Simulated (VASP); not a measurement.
# ZrAs2S2 (P3m1) in VASP: single point with PBE+D3(BJ)

Aim: the single point of ZrAs2S2 with PBE+D3(BJ).

All numbers are computed with VASP 6.6.1; they aren't measurements. Logs are shortened: lines on timing, memory, paths and dates and some standing lists are left out, and cuts for length are marked.

### 1 The cell of the first run

Symmetry: P3m1, No. 156, trigonal system. The conventional cell has a = 3.761 Å, b = 3.761 Å, c = 10.274 Å, α = 90.00°, β = 90.00°, γ = 120.00°. Zr (site symmetry 3m) has 6 S at 2.58 Å within 3.4 Å. As (site symmetry 3m) has 3 As at 2.52 Å within 3.3 Å. Within 3.3 Å of As (site symmetry 3m) lie 3 As at 2.52 Å. S (site symmetry 3m) has 3 Zr at 2.58 Å within 3.4 Å. Within 3.4 Å of S (site symmetry 3m) lie 3 Zr at 2.58 Å.

### 2 Single point, PBE+D3(BJ)

INCAR

```
SYSTEM = ZrAs2S2
PREC     = Accurate       ! precision mode
ENCUT    = 520            ! plane-wave cutoff, eV
EDIFF    = 1E-6           ! SCF threshold, eV
ISMEAR   = 0              ! smearing method
SIGMA    = 0.1            ! smearing width, eV
LREAL    = .False.        ! projectors in reciprocal space
LASPH    = .True.         ! aspherical terms in the spheres
NELM     = 80             ! most SCF steps
ALGO     = Normal         ! electronic algorithm
ISIF     = 2              ! what is computed and relaxed
LWAVE    = .False.        ! write WAVECAR
LCHARG   = .True.         ! write CHGCAR
GGA      = PE             ! functional
IVDW     = 12             ! dispersion correction
LELF     = .True.         ! ELF
LVHAR    = .True.       
NBANDS   = 25             ! bands
```

KPOINTS

```
regular mesh
0
Gamma
  6 6 2
  0 0 0
```

POSCAR

```
ZrAs2S2
1.0
    3.7614647600      0.0000000000      0.0000000000
   -1.8807323800      3.2575240400      0.0000000000
    0.0000000000      0.0000000000     10.2737257500
Zr As S
1 2 2
Direct
    0.0000000000      0.0000000000      0.1358116300
    0.0000000000      0.0000000000      0.6977727400
    0.3333333300      0.6666666700      0.5738505300
    0.6666666700      0.3333333300      0.2716232700
    0.3333333300      0.6666666700      0.0000000000
```

Potentials or basis: VASP PAW PBE potentials, release 64 (Zr_sv, As, S).

On the command line:

```
$ cat potpaw_PBE.64/Zr_sv/POTCAR potpaw_PBE.64/As/POTCAR potpaw_PBE.64/S/POTCAR > POTCAR
$ mpirun -np 1 vasp_std > vasp.out
```

OUTCAR:

```text
SYSTEM = ZrAs2S2
   PREC = Accurate
   ENCUT = 520
   EDIFF = 1E-6
   ISMEAR = 0
   LREAL = .False.
   LASPH = .True.
   NELM = 80
   ISIF = 2
   GGA = PE
   IVDW = 12
 IVDW          = 12

 ion  position               nearest neighbor table
   1  0.000  0.000  0.136-   5 2.58   5 2.58   5 2.58   4 2.58   4 2.58   4 2.58
   2  0.000  0.000  0.698-   3 2.52   3 2.52   3 2.52
   3  0.333  0.667  0.574-   2 2.52   2 2.52   2 2.52
   4  0.667  0.333  0.272-   1 2.58   1 2.58   1 2.58
   5  0.333  0.667  0.000-   1 2.58   1 2.58   1 2.58

  LATTYP: Found a hexagonal cell.
 ALAT       =     3.7614647600
 C/A-ratio  =     2.7313098502

  Lattice vectors:

 A1 = (   3.7614647600,   0.0000000000,   0.0000000000)
 A2 = (  -1.8807323800,   3.2575240400,   0.0000000000)
 A3 = (   0.0000000000,   0.0000000000,  10.2737257500)

Analysis of symmetry for initial positions (statically):
=====================================================================
 Subroutine PRICEL returns:
 Original cell was already a primitive cell.

 Routine SETGRP: Setting up the symmetry group for a
 hexagonal supercell.

 Subroutine GETGRP returns: Found  6 space group operations
 (whereof  6 operations were pure point group operations)
 out of a pool of 24 trial point group operations.

The static configuration has the point symmetry C_3v.

Analysis of symmetry for dynamics (positions and initial velocities):
=====================================================================
 Subroutine PRICEL returns:
 Original cell was already a primitive cell.

 Routine SETGRP: Setting up the symmetry group for a
 hexagonal supercell.

 Subroutine GETGRP returns: Found  6 space group operations
 (whereof  6 operations were pure point group operations)
 out of a pool of 24 trial point group operations.

The dynamic configuration has the point symmetry C_3v.

 Subroutine INISYM returns: Found  6 space group operations
 (whereof  6 operations are pure point group operations),
 and found     1 'primitive' translations

----------------------------------------------------------------------------------------

                                     Primitive cell

  volume of cell :     125.8846

  direct lattice vectors                    reciprocal lattice vectors
     3.761464760  0.000000000  0.000000000     0.265853880  0.153490809  0.000000000
    -1.880732380  3.257524040  0.000000000     0.000000000  0.306981618  0.000000000
     0.000000000  0.000000000 10.273725750     0.000000000  0.000000000  0.097335672

  length of vectors
[... 80 lines left out ...]
   NSW    =      0    number of steps for IOM
   IBRION =     -1    ionic relax: 0-MD 1-quasi-New 2-CG
   NFREE  =      0    steps in history (QN), initial steepest desc. (CG)
   ISIF   =      2    stress and relaxation
   ISYM   =      2    0-nonsym 1-usesym 2-fastsym
   POTIM  = 0.5000    time-step for ionic-motion
   TEBEG  =    0.0;   TEEND  =   0.0 temperature during run
   PSTRESS=    0.0 pullay stress
   NELECT =      34.0000    total number of electrons
   NUPDOWN=      -1.0000    fix difference up-down
   EMIN   =  10.00;   EMAX   =-10.00  energy-range for DOS
   EFERMI =   0.00;   METHOD = LEGACY
   ISMEAR =     0;   SIGMA  =   0.10  broadening in eV -4-tet -1-fermi 0-gaus
   EFERMI_NEDOS =   21; number of points for ismear=-14 and -15
   IALGO  =     38    algorithm
   IMIX   =      4    mixing-type and parameters
     AMIX     =   0.40;   BMIX     =  1.00
     AMIX_MAG =   1.60;   BMIX_MAG =  1.00
  volume/ion in A,a.u.               =      25.18       169.90
  Fermi-wavevector in a.u.,A,eV,Ry     =   1.058222  1.999750 15.236275  1.119835
  Thomas-Fermi vector in A             =   2.193524
   LORBIT       =      0    0 simple, 1 ext, 2 COOP (PROOUT), +10 PAW based schemes
   GGA     = PE    functional components
   LHFCALC =     F    Hartree Fock is set to
   AEXX    =    0.0000 exact exchange contribution
   IVDW    =    12    specifies the selected vdW correction
   LEPSILON=     F    determine dielectric tensor
   LRPA    =     F    only Hartree local field effects (RPA)
 non-spin polarized calculation
 Gauss-broadening in eV      SIGMA  =   0.10
  energy-cutoff  :      520.00
  volume of cell :      125.88
 maximum number of plane-waves:      3404
 NGX is ok and might be reduce to    28
   NGX = 13   NGY = 13   NGZ = 39

 number of electron      33.9999998 magnetization

 Free energy of the ion-electron system (eV)
  ---------------------------------------------------
  ext. energy  EPLUGINS =         0.00000000
  ---------------------------------------------------
  free energy    TOTEN  =       -30.61459067 eV

  energy without entropy =      -30.61056421  energy(sigma->0) =      -30.61257744

 E-fermi :   4.2888     XC(G=0):  -9.0848

 val. band max:        4.1732283395   @ k =   0.1667   0.0000   0.5000
 cond. band min:       4.3062426927   @ k =   0.5000   0.0000   0.5000
 fundamental gap:      0.1330143532
 Fermi energy:         4.2888028222

 k-point     1 :       0.0000    0.0000    0.0000
  band No.  band energies     occupation
      1     -45.8913      2.00000
      2     -23.9405      2.00000
      3     -23.8060      2.00000
      4     -23.8060      2.00000
      5      -9.5692      2.00000
      6      -9.2512      2.00000
[... 381 lines left out ...]
     24       8.3953      0.00000
     25       8.6956      0.00000

------------------------ aborting loop because EDIFF is reached ----------------------------------------

 Edisp (eV)   -1.63675

 E8    (eV) :    -0.6922

  FORCE on cell =-STRESS in cart. coord.  units (eV):
  Direction    XX          YY          ZZ          XY          YZ          ZX
  --------------------------------------------------------------------------------------
  -------------------------------------------------------------------------------------
  Total      -3.38272    -3.38272     0.29574     0.00000     0.00000     0.00000
  in kB     -43.05310   -43.05310     3.76392     0.00000     0.00000     0.00000
  external pressure =      -27.45 kB  Pullay stress =        0.00 kB

 VOLUME and BASIS-vectors are now :
 -----------------------------------------------------------------------------
  energy-cutoff  :      520.00
  volume of cell :      125.88
      direct lattice vectors                 reciprocal lattice vectors
     3.761464760  0.000000000  0.000000000     0.265853880  0.153490809  0.000000000
    -1.880732380  3.257524040  0.000000000     0.000000000  0.306981618  0.000000000
     0.000000000  0.000000000 10.273725750     0.000000000  0.000000000  0.097335672

 POSITION                                       TOTAL-FORCE (eV/Angst)
 -----------------------------------------------------------------------------------
      0.00000      0.00000      1.39529         0.000000     -0.000000     -0.063155
      0.00000      0.00000      7.16873         0.000000     -0.000000      0.827010
     -0.00000      2.17168      5.89558        -0.000000     -0.000000     -0.870894
      1.88073      1.08584      2.79058        -0.000000     -0.000000      0.274275
     -0.00000      2.17168      0.00000        -0.000000      0.000000     -0.167236
 -----------------------------------------------------------------------------------
    total drift:                                0.000004     -0.000002      0.000941

  FREE ENERGIE OF THE ION-ELECTRON SYSTEM (eV)
  ---------------------------------------------------
  free  energy   TOTEN  =       -32.2513447017 eV

  energy  without entropy=      -32.2473182322  energy(sigma->0) =      -32.24933147
```

stdout:

```text
POSCAR found type information on POSCAR ZrAsS
 POSCAR found :  3 types and       5 ions
 scaLAPACK will be used
 LDA part: xc-table for (Slater+PW92), standard interpolation
 POSCAR, INCAR and KPOINTS ok, starting setup
 FFT: planning ... GRIDC
 FFT: planning ... GRID_SOFT
 FFT: planning ... GRID
 WAVECAR not read
 entering main loop
```

It took 36 s on 1 thread of Intel Xeon Platinum 8488C (Sapphire Rapids), shared host; peak memory 0.25 GiB.

Results:

| Quantity | Value |
| --- | --- |
| Free energy | -32.2513 eV |
| Pressure | -2.7 GPa |
| Largest force | 0.871 eV/Å |
| Band gap on the k mesh | zero (bands 17 and 18 overlap by 0.35 eV) |
| Dispersion energy per atom | -0.327 eV |

Forces in eV/Å, atoms in the order of the input:
```
Zr   0.000  0.000 -0.063
As   0.000  0.000  0.827
As   0.000  0.000 -0.871
S    0.000  0.000  0.274
S    0.000  0.000 -0.167
```

The gap in the log of VASP goes by the Fermi energy; the results here count the filled bands.